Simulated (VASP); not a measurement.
# SiO2 (I4/mmm) in VASP: further runs

The runs below take SiO2 through single point, with PBEsol.

All numbers are computed with VASP 6.6.1; they aren't measurements. Logs are shortened: lines on timing, memory, paths and dates and some standing lists are left out, and cuts for length are marked.

## 1. The cell of the first run

It takes space group I4/mmm (No. 139, tetragonal). The conventional cell has a = 8.971 Å, b = 8.971 Å, c = 5.251 Å, α = 90.00°, β = 90.00°, γ = 90.00°. Si (site symmetry m2m) has 4 O at 1.61 Å within 2.1 Å. O (site symmetry 2/m) has 2 Si at 1.61 Å within 2.1 Å. O (site symmetry m2m) has 2 Si at 1.61 Å within 2.1 Å.

## 2. Single point, PBEsol

Input file INCAR:

```
SYSTEM = SiO2
ALGO = Normal
EDIFF = 1E-7
ENCUT = 520
GGA = PS
ISIF = 2
ISMEAR = 0
LASPH = .TRUE.
LCHARG = .TRUE.
LELF = .TRUE.
LREAL = .FALSE.
LVHAR = .TRUE.
LWAVE = .FALSE.
NBANDS = 44
NELM = 80
PREC = Accurate
SIGMA = 0.02
```

Input file KPOINTS:

```
k-points
0
G
  6 6 6
  0 0 0
```

Input file POSCAR:

```
SiO2
1.0
   -4.4857476260      4.4857476260      2.6254018204
    4.4857476260     -4.4857476260      2.6254018204
    4.4857476260      4.4857476260     -2.6254018204
Si O
4 8
Direct
    0.1769136266      0.1769136266      0.3538272533
    0.8230863734      0.1769136266      0.0000000000
    0.1769136266      0.8230863734      0.0000000000
    0.8230863734      0.8230863734      0.6461727467
    0.5000000000      0.5000000000      0.5000000000
    0.0000000000      0.5000000000      0.0000000000
    0.5000000000      0.0000000000      0.0000000000
    0.0000000000      0.0000000000      0.5000000000
    0.0000000000      0.2094244395      0.2094244395
    0.7905755605      0.0000000000      0.7905755605
    0.2094244395      0.0000000000      0.2094244395
    0.0000000000      0.7905755605      0.7905755605
```

Potentials or basis: VASP PAW PBE potentials, release 64 (Si, O).

Run with:

```console
$ cat potpaw_PBE.64/Si/POTCAR potpaw_PBE.64/O/POTCAR > POTCAR
$ mpirun -np 1 vasp_std > vasp.out
```

OUTCAR:

```text
SYSTEM = SiO2
   EDIFF = 1E-7
   ENCUT = 520
   GGA = PS
   ISIF = 2
   ISMEAR = 0
   LASPH = .TRUE.
   LREAL = .FALSE.
   NELM = 80
   PREC = Accurate

 ion  position               nearest neighbor table
   1  0.177  0.177  0.354-   8 1.61   5 1.61   9 1.61  11 1.61
   2  0.823  0.177  0.000-   6 1.61   7 1.61   9 1.61  10 1.61
   3  0.177  0.823  0.000-   6 1.61   7 1.61  11 1.61  12 1.61
   4  0.823  0.823  0.646-   8 1.61   5 1.61  10 1.61  12 1.61
   5  0.500  0.500  0.500-   1 1.61   4 1.61
   6  0.000  0.500  0.000-   2 1.61   3 1.61
   7  0.500  0.000  0.000-   2 1.61   3 1.61
   8  0.000  0.000  0.500-   1 1.61   4 1.61
   9  0.000  0.209  0.209-   2 1.61   1 1.61
  10  0.791  0.000  0.791-   2 1.61   4 1.61
  11  0.209  0.000  0.209-   3 1.61   1 1.61
  12  0.000  0.791  0.791-   3 1.61   4 1.61

  LATTYP: Found a body centered tetragonal cell.
 ALAT       =     8.9714952520
 C/A-ratio  =     0.5852763105

  Lattice vectors:

 A1 = (  -4.4857476260,   4.4857476260,   2.6254018204)
 A2 = (   4.4857476260,  -4.4857476260,   2.6254018204)
 A3 = (   4.4857476260,   4.4857476260,  -2.6254018204)

Analysis of symmetry for initial positions (statically):
=====================================================================
 Subroutine PRICEL returns:
 Original cell was already a primitive cell.

 Routine SETGRP: Setting up the symmetry group for a
 body centered tetragonal supercell.

 Subroutine GETGRP returns: Found 16 space group operations
 (whereof 16 operations were pure point group operations)
 out of a pool of 16 trial point group operations.

The static configuration has the point symmetry D_4h.

Analysis of symmetry for dynamics (positions and initial velocities):
=====================================================================
 Subroutine PRICEL returns:
 Original cell was already a primitive cell.

 Routine SETGRP: Setting up the symmetry group for a
 body centered tetragonal supercell.

 Subroutine GETGRP returns: Found 16 space group operations
 (whereof 16 operations were pure point group operations)
 out of a pool of 16 trial point group operations.

The dynamic configuration has the point symmetry D_4h.

 Subroutine INISYM returns: Found 16 space group operations
 (whereof 16 operations are pure point group operations),
 and found     1 'primitive' translations

----------------------------------------------------------------------------------------

                                     Primitive cell

  volume of cell :     211.3126

  direct lattice vectors                    reciprocal lattice vectors
    -4.485747626  4.485747626  2.625401820     0.000000000  0.111464140  0.190447038
     4.485747626 -4.485747626  2.625401820     0.111464140  0.000000000  0.190447038
     4.485747626  4.485747626 -2.625401820     0.111464140  0.111464140  0.000000000

  length of vectors
     6.865609823  6.865609823  6.865609823     0.220667915  0.220667915  0.157634098

  position of ions in fractional coordinates (direct lattice)
     0.176913627  0.176913627  0.353827253
     0.823086373  0.176913627  0.000000000
     0.176913627  0.823086373  0.000000000
     0.823086373  0.823086373  0.646172747
     0.500000000  0.500000000  0.500000000
     0.000000000  0.500000000  0.000000000
     0.500000000  0.000000000  0.000000000
     0.000000000  0.000000000  0.500000000
     0.000000000  0.209424439  0.209424439
     0.790575561  0.000000000  0.790575561
     0.209424439  0.000000000  0.209424439
     0.000000000  0.790575561  0.790575561

  ion indices of the primitive-cell ions
   primitive index   ion index
                 1           1
                 2           2
                 3           3
                 4           4
                 5           5
                 6           6
                 7           7
                 8           8
                 9           9
                10          10
                11          11
                12          12

----------------------------------------------------------------------------------------

 KPOINTS: k-points

Automatic generation of k-mesh.
 Grid dimensions read from file:
 generate k-points for:    6    6    6

 Generating k-lattice:

  Cartesian coordinates                     Fractional coordinates (reciprocal lattice)
     0.000000000  0.018577357  0.031741173     0.166666667 -0.000000000  0.000000000
     0.018577357  0.000000000  0.031741173    -0.000000000  0.166666667  0.000000000
     0.018577357  0.018577357  0.000000000     0.000000000  0.000000000  0.166666667

  Length of vectors
     0.036777986  0.036777986  0.026272350

  Shift w.r.t. Gamma in fractional coordinates (k-lattice)
     0.000000000  0.000000000  0.000000000

 Subroutine IBZKPT returns following result:
 ===========================================

 Found     30 irreducible k-points:

 Following reciprocal coordinates:
            Coordinates               Weight
  0.000000  0.000000  0.000000      1.000000
  0.166667  0.000000  0.000000      8.000000
  0.333333  0.000000 -0.000000      8.000000
  0.500000  0.000000 -0.000000      4.000000
  0.166667  0.166667  0.000000      8.000000
  0.333333  0.166667 -0.000000     16.000000
[... 16 lines left out ...]
 -0.333333 -0.333333  0.166667      8.000000
 -0.166667 -0.333333  0.166667      8.000000
 [... further k-points ...]
   k-points           NKPTS =     30   k-points in BZ     NKDIM =     30   number of bands    NBANDS=     44
   number of dos      NEDOS =    301   number of ions     NIONS =     12
   total plane-waves  NPLWV = 157464
   dimension x,y,z NGX =    54 NGY =   54 NGZ =   54
   dimension x,y,z NGXF=   108 NGYF=  108 NGZF=  108
   ions per type =               4   8
   NGX,Y,Z   is equivalent  to a cutoff of  13.08, 13.08, 13.08 a.u.
   NGXF,Y,Z  is equivalent  to a cutoff of  26.15, 26.15, 26.15 a.u.
 SYSTEM =  SiO2
   PREC   = accura    normal or accurate (medium, high low for compatibility)
   ISTART =      0    job   : 0-new  1-cont  2-samecut
   ICHARG =      2    charge: 1-file 2-atom 10-const
   ISPIN  =      1    spin polarized calculation?
   LNONCOLLINEAR =      F non collinear calculations
   LSORBIT =      F    spin-orbit coupling
   LASPH  =      T    aspherical Exc in radial PAW
   ENCUT  =  520.0 eV  38.22 Ry    6.18 a.u.  12.77 12.77 12.77*2*pi/ulx,y,z
   NELM   =     80;   NELMIN=  2; NELMDL= -5     # of ELM steps
   EDIFF  = 0.1E-06   stopping-criterion for ELM
   LREAL  =      F    real-space projection
   EDIFFG = 0.1E-05   stopping-criterion for IOM
   NSW    =      0    number of steps for IOM
   IBRION =     -1    ionic relax: 0-MD 1-quasi-New 2-CG
   NFREE  =      0    steps in history (QN), initial steepest desc. (CG)
   ISIF   =      2    stress and relaxation
   ISYM   =      2    0-nonsym 1-usesym 2-fastsym
   POTIM  = 0.5000    time-step for ionic-motion
   TEBEG  =    0.0;   TEEND  =   0.0 temperature during run
   PSTRESS=    0.0 pullay stress
   NELECT =      64.0000    total number of electrons
   NUPDOWN=      -1.0000    fix difference up-down
   EMIN   =  10.00;   EMAX   =-10.00  energy-range for DOS
   EFERMI =   0.00;   METHOD = LEGACY
   ISMEAR =     0;   SIGMA  =   0.02  broadening in eV -4-tet -1-fermi 0-gaus
   EFERMI_NEDOS =   21; number of points for ismear=-14 and -15
   IALGO  =     38    algorithm
   IMIX   =      4    mixing-type and parameters
     AMIX     =   0.40;   BMIX     =  1.00
     AMIX_MAG =   1.60;   BMIX_MAG =  1.00
  volume/ion in A,a.u.               =      17.61       118.83
  Fermi-wavevector in a.u.,A,eV,Ry     =   1.099410  2.077584 16.445393  1.208702
  Thomas-Fermi vector in A             =   2.235804
   LORBIT       =      0    0 simple, 1 ext, 2 COOP (PROOUT), +10 PAW based schemes
   GGA     = PS    functional components
   LHFCALC =     F    Hartree Fock is set to
   AEXX    =    0.0000 exact exchange contribution
   IVDW    =     0    specifies the selected vdW correction
   LEPSILON=     F    determine dielectric tensor
   LRPA    =     F    only Hartree local field effects (RPA)
 non-spin polarized calculation
 Gauss-broadening in eV      SIGMA  =   0.02
  energy-cutoff  :      520.00
  volume of cell :      211.31
 maximum number of plane-waves:      5762
 NGX is ok and might be reduce to    54

 number of electron      64.0000015 magnetization

 Free energy of the ion-electron system (eV)
  ---------------------------------------------------
  ext. energy  EPLUGINS =         0.00000000
  ---------------------------------------------------
  free energy    TOTEN  =       -98.60502712 eV

  energy without entropy =      -98.60502712  energy(sigma->0) =      -98.60502712

 E-fermi :  -1.0570     XC(G=0):  -7.3369

 val. band max:       -1.1940575138   @ k =   0.5000   0.5000   0.5000
 cond. band min:       4.2796870630   @ k =   0.0000   0.0000   0.0000
 fundamental gap:      5.4737445767
 Fermi energy:        -1.0569836198

 k-point     1 :       0.0000    0.0000    0.0000
  band No.  band energies     occupation
      1     -20.5557      2.00000
      2     -19.6829      2.00000
      3     -19.1594      2.00000
      4     -19.1594      2.00000
      5     -18.5426      2.00000
      6     -18.5177      2.00000
[... 36 lines left out ...]
     43       9.7877      0.00000
     44       9.8910      0.00000

 k-point     2 :       0.1667    0.0000    0.0000
  band No.  band energies     occupation
      1     -20.4881      2.00000
      2     -19.6829      2.00000
      3     -19.2585      2.00000
      4     -19.1563      2.00000
      5     -18.5417      2.00000
      6     -18.5207      2.00000
[... 36 lines left out ...]
     43       9.4526      0.00000
     44       9.6215      0.00000

 k-point     3 :       0.3333    0.0000   -0.0000
  band No.  band energies     occupation
      1     -20.3083      2.00000
      2     -19.6800      2.00000
      3     -19.5017      2.00000
      4     -19.1576      2.00000
      5     -18.5418      2.00000
      6     -18.5270      2.00000
[... 976 lines left out ...]
     43       9.3597      0.00000
     44       9.7948      0.00000

 k-point    24 :      -0.1667   -0.3333    0.1667
  band No.  band energies     occupation
      1     -20.1607      2.00000
      2     -19.6800      2.00000
      3     -19.6788      2.00000
      4     -19.1581      2.00000
      5     -18.5468      2.00000
      6     -18.5286      2.00000
[... 36 lines left out ...]
     43       9.7399      0.00000
     44       9.8845      0.00000

 [... further k-points ...]
[... 5 lines left out ...]
  --------------------------------------------------------------------------------------
  -------------------------------------------------------------------------------------
  Total        0.5163295      0.5163295      0.5083253      0.0000000      0.0000000      0.0000000
  in kB        3.9148227      3.9148227      3.8541347      0.0000000      0.0000000      0.0000000
  external PRESSURE =       3.8945934 kB  Pullay stress =       0.0000000 kB

 VOLUME and BASIS-vectors are now :
 -----------------------------------------------------------------------------
  energy-cutoff  :      520.00
  volume of cell :      211.31
      direct lattice vectors                 reciprocal lattice vectors
    -4.485747626  4.485747626  2.625401820     0.000000000  0.111464140  0.190447038
     4.485747626 -4.485747626  2.625401820     0.111464140  0.000000000  0.190447038
     4.485747626  4.485747626 -2.625401820     0.111464140  0.111464140  0.000000000

 POSITION                                       TOTAL-FORCE (eV/Angst)
 -----------------------------------------------------------------------------------
      1.58718      1.58718     -0.00000         0.018215      0.018215     -0.000000
     -2.89857      2.89857      2.62540         0.018215     -0.018215     -0.000000
      2.89857     -2.89857      2.62540        -0.018215      0.018215     -0.000000
      2.89857      2.89857      2.62540        -0.018215     -0.018215      0.000000
      2.24287      2.24287      1.31270        -0.000000     -0.000000     -0.000000
      2.24287     -2.24287      1.31270        -0.000000     -0.000000     -0.000000
     -2.24287      2.24287      1.31270        -0.000000     -0.000000     -0.000000
      2.24287      2.24287     -1.31270        -0.000000     -0.000000     -0.000000
      1.87885      0.00000      0.00000         0.001430     -0.000000     -0.000000
      0.00000      7.09264      0.00000        -0.000000     -0.001430     -0.000000
      0.00000      1.87885      0.00000        -0.000000      0.001430     -0.000000
      7.09264      0.00000      0.00000        -0.001430      0.000000     -0.000000
 -----------------------------------------------------------------------------------
    total drift:                                0.000000      0.000000     -0.000000

  FREE ENERGIE OF THE ION-ELECTRON SYSTEM (eV)
  ---------------------------------------------------
  free  energy   TOTEN  =       -98.6050271170 eV

  energy  without entropy=      -98.6050271170  energy(sigma->0) =      -98.60502712
```

Wall time 7 min (1 thread of Intel Xeon Platinum 8259CL at 2.50GHz (Skylake/Cascade Lake), shared host); peak memory 0.49 GiB.

What came out:

| Quantity | Value |
| --- | --- |
| Free energy | -98.6050 eV |
| Pressure | 0.4 GPa |
| Largest force | 0.026 eV/Å |
| Band gap on the k mesh | 5.47 eV |

Forces on the atoms (eV/Å):
```
Si   0.018  0.018  0.000
Si   0.018 -0.018  0.000
Si  -0.018  0.018  0.000
Si  -0.018 -0.018  0.000
O    0.000  0.000  0.000
O    0.000  0.000  0.000
O    0.000  0.000  0.000
O    0.000  0.000  0.000
O    0.001  0.000  0.000
O    0.000 -0.001  0.000
O    0.000  0.001  0.000
O   -0.001  0.000  0.000
```

Caveat: the PAW data sets were made with another functional, which shifts forces and pressure a little.

## 3. Single point, PBEsol

This run uses another cell than the first one: it holds 36 atoms, not 12.

Input file INCAR:

```
PREC     = Accurate       # precision mode
ENCUT    = 520            # plane-wave cutoff, eV
EDIFF    = 1E-6           # SCF threshold, eV
ISMEAR   = 0              # smearing method
SIGMA    = 0.01           # smearing width, eV
LREAL    = Auto         
LASPH    = True           # aspherical terms in the spheres
NELM     = 80             # most SCF steps
ALGO     = Normal         # electronic algorithm
ISIF     = 2              # what is computed and relaxed
LWAVE    = False          # write WAVECAR
LCHARG   = True           # write CHGCAR
GGA      = PS             # functional
LELF     = True           # ELF
LVHAR    = True         
NBANDS   = 120            # bands
```

Input file KPOINTS:

```
regular mesh
0
Gamma
  2 2 2
```

Input file POSCAR:

```
SiO2
1.0
    8.9714952521      0.0000000000      0.0000000000
    0.0000000000      8.9714952521      0.0000000000
   -4.4857476260     -4.4857476260      7.8762054613
Si O
12 24
Direct
    0.1769136266      0.1769136266      0.0000000000
    0.5102469600      0.5102469600      0.6666666667
    0.8435802933      0.8435802933      0.3333333333
    0.8435802933      0.4897530400      0.3333333333
    0.1769136266      0.8230863734      1.0000000000
    0.5102469600      0.1564197067      0.6666666667
    0.4897530400      0.8435802933      0.3333333333
    0.8230863734      0.1769136266      1.0000000000
    0.1564197067      0.5102469600      0.6666666667
    0.4897530400      0.4897530400      0.3333333333
    0.8230863734      0.8230863734      1.0000000000
    0.1564197067      0.1564197067      0.6666666667
    0.3333333333      0.3333333333      0.1666666667
    0.6666666667      0.6666666667      0.8333333333
    0.0000000000      0.0000000000      0.5000000000
    0.0000000000      0.5000000000      0.5000000000
    0.3333333333      0.8333333333      0.1666666667
    0.6666666667      0.1666666667      0.8333333333
    0.5000000000      0.0000000000      0.5000000000
    0.8333333333      0.3333333333      0.1666666667
    0.1666666667      0.6666666667      0.8333333333
    0.1666666667      0.1666666667      0.8333333333
    0.5000000000      0.5000000000      0.5000000000
    0.8333333333      0.8333333333      0.1666666667
    0.8760911061      0.6666666667      0.3333333333
    0.2094244395      0.0000000000      0.0000000000
    0.5427577728      0.3333333333      0.6666666667
    0.6666666667      0.4572422272      0.3333333333
    0.0000000000      0.7905755605      0.0000000000
    0.3333333333      0.1239088939      0.6666666667
    0.6666666667      0.8760911061      0.3333333333
    0.0000000000      0.2094244395      0.0000000000
    0.3333333333      0.5427577728      0.6666666667
    0.4572422272      0.6666666667      0.3333333333
    0.7905755605      0.0000000000      0.0000000000
    0.1239088939      0.3333333333      0.6666666667
```

Potentials or basis: VASP PAW PBE potentials, release 64 (Si, O).

Run with:

```console
$ cat potpaw_PBE.64/Si/POTCAR potpaw_PBE.64/O/POTCAR > POTCAR
$ mpirun -np 1 vasp_std > vasp.out
```

Run time: 10 min. Hardware: 1 thread of Intel Xeon Platinum 8259CL at 2.50GHz (Skylake/Cascade Lake), shared host; peak memory 0.78 GiB.

It converged, with:

| Item | Value |
| --- | --- |
| Free energy | -295.8317 eV |
| Pressure | 0.4 GPa |
| Largest force | 0.025 eV/Å |
| Band gap on the k mesh | 5.47 eV |

Forces in eV/Å, atoms in the order of the input:
```
Si   0.018  0.018  0.000
Si   0.018  0.018  0.000
Si   0.018  0.018  0.000
Si   0.018 -0.018  0.000
Si   0.018 -0.018  0.000
Si   0.018 -0.018  0.000
Si  -0.018  0.018  0.000
Si  -0.018  0.018  0.000
Si  -0.018  0.018  0.000
Si  -0.018 -0.018  0.000
Si  -0.018 -0.018  0.000
Si  -0.018 -0.018  0.000
O    0.000  0.000  0.000
O    0.000  0.000  0.000
O    0.000  0.000  0.000
O    0.000  0.000  0.000
O    0.000  0.000  0.000
O    0.000  0.000  0.000
O    0.000  0.000  0.000
O    0.000  0.000  0.000
O    0.000  0.000  0.000
O    0.000  0.000  0.000
O    0.000  0.000  0.000
O    0.000  0.000  0.000
O    0.001  0.000  0.000
O    0.001  0.000  0.000
O    0.001  0.000  0.000
O    0.000 -0.001  0.000
O    0.000 -0.001  0.000
O    0.000 -0.001  0.000
O    0.000  0.001  0.000
O    0.000  0.001  0.000
O    0.000  0.001  0.000
O   -0.001  0.000  0.000
O   -0.001  0.000  0.000
O   -0.001  0.000  0.000
```

Levels at points of the mesh, in eV from the valence-band top:
```tsv
k point	band 92	band 93	band 94	band 95	band 96	band 97	band 98	band 99	band 100	band 101
(0.00, 0.00, 0.00)	-0.52	-0.16	-0.16	-0.01	0.00	5.47	8.08	8.08	8.38	8.39
(0.50, 0.00, 0.00)	-0.44	-0.44	-0.26	-0.12	-0.12	6.38	6.38	7.61	7.82	8.26
(0.50, 0.50, 0.00)	-0.39	-0.38	-0.35	-0.35	-0.24	6.60	7.03	7.25	7.25	7.65
(0.00, 0.00, 0.50)	-0.19	-0.07	-0.07	0.00	0.00	6.38	6.38	7.55	7.55	7.67
```

Caveat: the PAW data sets were made with another functional, which shifts forces and pressure a little.
